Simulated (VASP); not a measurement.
# SiC (R3m) in VASP: a series of runs, part 2 of 2

VASP 6.6.1. Earlier steps stand in the parts before.

## Step 3: Single point, PBEsol

This run uses another cell than the first one, of the same volume but with other edges.

INCAR reads:

```
PREC     = Accurate       # precision mode
ENCUT    = 520            # plane-wave cutoff, eV
EDIFF    = 1E-6           # SCF threshold, eV
ISMEAR   = 0              # smearing method
SIGMA    = 0.05           # smearing width, eV
LREAL    = F              # projectors in reciprocal space
LASPH    = T              # aspherical terms in the spheres
NELM     = 60             # most SCF steps
ALGO     = Normal         # electronic algorithm
ISIF     = 2              # what is computed and relaxed
LWAVE    = F              # write WAVECAR
LCHARG   = F              # write CHGCAR
GGA      = PS             # functional
NBANDS   = 11             # bands
```

KPOINTS reads:

```
Automatic mesh
0
Gamma
  12 12 12
```

POSCAR reads:

```
SiC
1.0
    0.0000000000      2.0736603570      2.0736603570
    2.0736603570      0.0000000000      2.0736603570
    2.1015856498      2.1015856498     -0.0279252928
Si C
1 1
Direct
    0.0000000000      0.0000000000      0.0000000000
    0.7500000000      0.7500000000      0.7500000000
```

Potentials or basis: VASP PAW PBE potentials, release 64 (Si, C).

Command:

```
$ cat potpaw_PBE.64/Si/POTCAR potpaw_PBE.64/C/POTCAR > POTCAR
$ mpirun -np 1 vasp_std > vasp.out
```

OUTCAR:

```text
PREC = Accurate
   ENCUT = 520
   EDIFF = 1E-6
   ISMEAR = 0
   LREAL = F
   LASPH = T
   NELM = 60
   ISIF = 2
   GGA = PS

 ion  position               nearest neighbor table
   1  0.000  0.000  0.000-   2 1.80   2 1.80   2 1.80   2 1.83
   2  0.750  0.750  0.750-   1 1.80   1 1.80   1 1.80   1 1.83

  LATTYP: Found a trigonal (rhomboedric) cell.
 ALAT       =     2.9722221163
 COS(alpha) =     0.5132424153

  Lattice vectors:

 A1 = (   2.1015856498,   0.0279252928,  -2.1015856498)
 A2 = (   0.0279252928,   2.1015856498,  -2.1015856498)
 A3 = (   2.1015856498,   2.1015856498,  -0.0279252928)

Analysis of symmetry for initial positions (statically):
=====================================================================
 Subroutine PRICEL returns:
 Original cell was already a primitive cell.

 Routine SETGRP: Setting up the symmetry group for a
 trigonal (rhombohedral) supercell.

 Subroutine GETGRP returns: Found  6 space group operations
 (whereof  6 operations were pure point group operations)
 out of a pool of 12 trial point group operations.

The static configuration has the point symmetry C_3v.

[... 165 lines left out ...]
 fundamental gap:      1.0471366279
 Fermi energy:         9.8324505064

 k-point     1 :       0.0000    0.0000    0.0000
  band No.  band energies     occupation
      1      -6.9066      2.00000
      2       9.4591      2.00000
      3       9.6188      2.00000
      4       9.6188      2.00000
      5      16.9267      0.00000
      6      17.7583      0.00000
      7      17.9333      0.00000
      8      17.9333      0.00000
      9      24.8137      0.00000
     10      24.8137      0.00000
     11      27.5916      0.00000
[... 309 lines left out ...]
 k-point    24 :      -0.4167    0.1667    0.0000
  band No.  band energies     occupation
      1      -2.3880      2.00000
      2       0.8596      2.00000
      3       6.2901      2.00000
      4       7.9055      2.00000
      5      14.9074      0.00000
      6      18.1412      0.00000
      7      18.6468      0.00000
      8      21.9935      0.00000
      9      25.5247      0.00000
     10      26.0213      0.00000
     11      29.1989      0.00000

 [... further k-points ...]
[... 5 lines left out ...]
  --------------------------------------------------------------------------------------
  -------------------------------------------------------------------------------------
  Total        4.1822014      4.1822014      4.1822014     -0.5707089      0.5707089      0.5707089
  in kB      368.2878052    368.2878052    368.2878052    -50.2570520     50.2570520     50.2570520
  external PRESSURE =     368.2878052 kB  Pullay stress =       0.0000000 kB

 VOLUME and BASIS-vectors are now :
 -----------------------------------------------------------------------------
  energy-cutoff  :      520.00
  volume of cell :       18.19
      direct lattice vectors                 reciprocal lattice vectors
     0.000000000  2.073660357  2.073660357    -0.239528133  0.242710917  0.239528133
     2.073660357  0.000000000  2.073660357     0.242710917 -0.239528133  0.239528133
     2.101585650  2.101585650 -0.027925293     0.236345349  0.236345349 -0.236345349

 POSITION                                       TOTAL-FORCE (eV/Angst)
 -----------------------------------------------------------------------------------
      0.00000      0.00000      0.00000         0.205332      0.205332     -0.205332
      3.13143      3.13143      3.08955        -0.205332     -0.205332      0.205332
 -----------------------------------------------------------------------------------
    total drift:                                0.000337      0.000337     -0.000337

  FREE ENERGIE OF THE ION-ELECTRON SYSTEM (eV)
  ---------------------------------------------------
  free  energy   TOTEN  =       -15.6437677991 eV

  energy  without entropy=      -15.6437677991  energy(sigma->0) =      -15.64376780
```

OSZICAR:

```text
N       E                     dE             d eps       ncg     rms          rms(c)
DAV:   1     0.286783884778E+01    0.28678E+01   -0.41201E+03  4350   0.622E+02
DAV:   2    -0.172799587191E+02   -0.20148E+02   -0.19087E+02  5223   0.113E+02
DAV:   3    -0.178392743733E+02   -0.55932E+00   -0.55813E+00  5059   0.154E+01
DAV:   4    -0.178410408586E+02   -0.17665E-02   -0.17664E-02  4713   0.112E+00
DAV:   5    -0.178410473677E+02   -0.65091E-05   -0.65091E-05  5089   0.627E-02    0.103E+01
DAV:   6    -0.157710099398E+02    0.20700E+01   -0.63712E+00  4698   0.118E+01    0.472E+00
DAV:   7    -0.156588542725E+02    0.11216E+00   -0.56005E-01  5006   0.416E+00    0.202E+00
DAV:   8    -0.156439259162E+02    0.14928E-01   -0.23683E-02  4680   0.990E-01    0.172E-01
DAV:   9    -0.156437351966E+02    0.19072E-03   -0.15060E-03  5050   0.218E-01    0.117E-01
DAV:  10    -0.156437673015E+02   -0.32105E-04   -0.93763E-05  4665   0.639E-02    0.272E-02
DAV:  11    -0.156437677991E+02   -0.49751E-06   -0.52603E-06  4986   0.149E-02
   1 F= -.15643768E+02 E0= -.15643768E+02  d E =-.384689E-12
```

stdout:

```text
POSCAR found type information on POSCAR SiC
 POSCAR found :  2 types and       2 ions
 scaLAPACK will be used
 -----------------------------------------------------------------------------
|                                                                             |
|                                                                             |
|     You enforced a specific xc type in the INCAR file but a different       |
|     I HOPE YOU KNOW WHAT YOU ARE DOING!                                     |
|                                                                             |
 -----------------------------------------------------------------------------

 LDA part: xc-table for (Slater+PW92), standard interpolation
 POSCAR, INCAR and KPOINTS ok, starting setup
 FFT: planning ... GRIDC
 FFT: planning ... GRID_SOFT
 FFT: planning ... GRID
 WAVECAR not read
 entering main loop
```

Run time: 14 s. Hardware: 1 thread of Intel Xeon 6975P-C, shared host; peak memory 0.16 GiB.

Results:

```
Free energy            : -15.6438 eV
Pressure               : 36.8 GPa
Largest force          : 0.356 eV/Å
Band gap on the k mesh : 1.05 eV, indirect (least direct gap 4.44 eV)
```

Forces in eV/Å, atoms in the order of the input:
```
Si   0.205  0.205 -0.205
C   -0.205 -0.205  0.205
```

Stress tensor (GPa, compression positive):
```
36.83 -5.03  5.03
-5.03 36.83  5.03
 5.03  5.03 36.83
```

Levels at points of the mesh, in eV from the valence-band top:
```tsv
k point	band 1	band 2	band 3	band 4	band 5	band 6	band 7	band 8
(0.00, 0.00, 0.00)	-16.53	-0.16	0.00	0.00	7.31	8.14	8.31	8.31
(0.50, 0.00, 0.00)	-12.36	-9.38	-1.19	-1.15	6.40	7.41	7.72	10.54
(0.50, 0.50, 0.00)	-10.82	-8.33	-3.63	-3.39	1.05	4.63	15.40	15.41
(0.00, 0.00, 0.50)	-12.58	-9.44	-1.00	-1.00	6.84	7.82	7.82	10.70
```

Caveat: the PAW data sets were made with another functional, which shifts forces and pressure a little.

## Step 4: Single point, PBEsol

This run uses another cell than the first one, of the same volume but with other edges.

INCAR reads:

```
SYSTEM = SiC
ALGO     = Normal         ! electronic algorithm
EDIFF    = 1E-6           ! SCF threshold, eV
ENCUT    = 520            ! plane-wave cutoff, eV
GGA      = PS             ! functional
ISIF     = 2              ! what is computed and relaxed
ISMEAR   = 0              ! smearing method
LASPH    = .True.         ! aspherical terms in the spheres
LCHARG   = .False.        ! write CHGCAR
LREAL    = .False.        ! projectors in reciprocal space
LWAVE    = .False.        ! write WAVECAR
NBANDS   = 11             ! bands
NELM     = 80             ! most SCF steps
PREC     = Accurate       ! precision mode
SIGMA    = 0.05           ! smearing width, eV
```

KPOINTS reads:

```
k-points
0
Gamma
  12 12 12
  0 0 0
```

POSCAR reads:

```
SiC
1.0
    0.0000000000      2.0460891826      2.0460891826
    2.0460891826      0.0000000000      2.0460891826
    2.1306608688      2.1306608688     -0.0845716862
Si C
1 1
Direct
    0.0000000000      0.0000000000      0.0000000000
    0.7500000000      0.7500000000      0.7500000000
```

Command:

```
$ cat potpaw_PBE.64/Si/POTCAR potpaw_PBE.64/C/POTCAR > POTCAR
$ mpirun -np 1 vasp_std > vasp.out
```

Wall time 15 s (1 thread of Intel Xeon 6975P-C, shared host); peak memory 0.16 GiB.

Results (log left out):

- Free energy: -15.5535 eV
- Pressure: 38.0 GPa
- Largest force: 0.936 eV/Å
- Band gap on the k mesh: 0.88 eV, indirect (least direct gap 4.14 eV)

Forces on the atoms (eV/Å):
```
Si   0.540  0.540 -0.540
C   -0.540 -0.540  0.540
```

Stress tensor (GPa, compression positive):
```
 38.04 -14.66  14.66
-14.66  38.04  14.66
 14.66  14.66  38.04
```

Levels at points of the mesh, in eV from the valence-band top:
| k point | band 1 | band 2 | band 3 | band 4 | band 5 | band 6 | band 7 | band 8 | band 9 |
| --- | --- | --- | --- | --- | --- | --- | --- | --- | --- |
| (0.00, 0.00, 0.00) | -16.65 | -0.52 | 0.00 | 0.00 | 6.03 | 8.55 | 8.57 | 8.57 | 15.12 |
| (0.50, 0.00, 0.00) | -12.36 | -9.46 | -1.43 | -1.29 | 5.91 | 7.01 | 7.82 | 10.37 | 16.92 |
| (0.50, 0.50, 0.00) | -10.95 | -8.44 | -3.95 | -3.26 | 0.88 | 4.60 | 14.98 | 15.16 | 16.68 |
| (0.00, 0.00, 0.50) | -13.05 | -9.64 | -0.86 | -0.86 | 7.37 | 8.10 | 8.10 | 10.79 | 17.26 |

Caveat: the PAW data sets were made with another functional, which shifts forces and pressure a little.

## Step 5: Overview

```csv
cell,gap on the mesh (eV),pressure (GPa),largest force (eV/Å)
"a = 3.012, b = 3.012, c = 2.896 Å, angles 58.7, 58.7, 60.0°, 2 atoms",0.78,38.2,1.39
"a = 2.933, b = 2.933, c = 2.972 Å, angles 60.4, 60.4, 60.0°, 2 atoms",1.05,36.8,0.36
"a = 2.894, b = 2.894, c = 3.014 Å, angles 61.3, 61.3, 60.0°, 2 atoms",0.88,38.0,0.94
```

Alike in all rows: task single point; level PBEsol; potentials or basis VASP PAW PBE potentials, release 64 (Si, C); no spin polarisation; k mesh 12 × 12 × 12; cutoff (eV) 520; smearing gaussian 0.05 eV.

Caveats: the PAW data sets were made with another functional, which shifts forces and pressure a little.

Absolute energies hang on the potentials; compare differences alone.
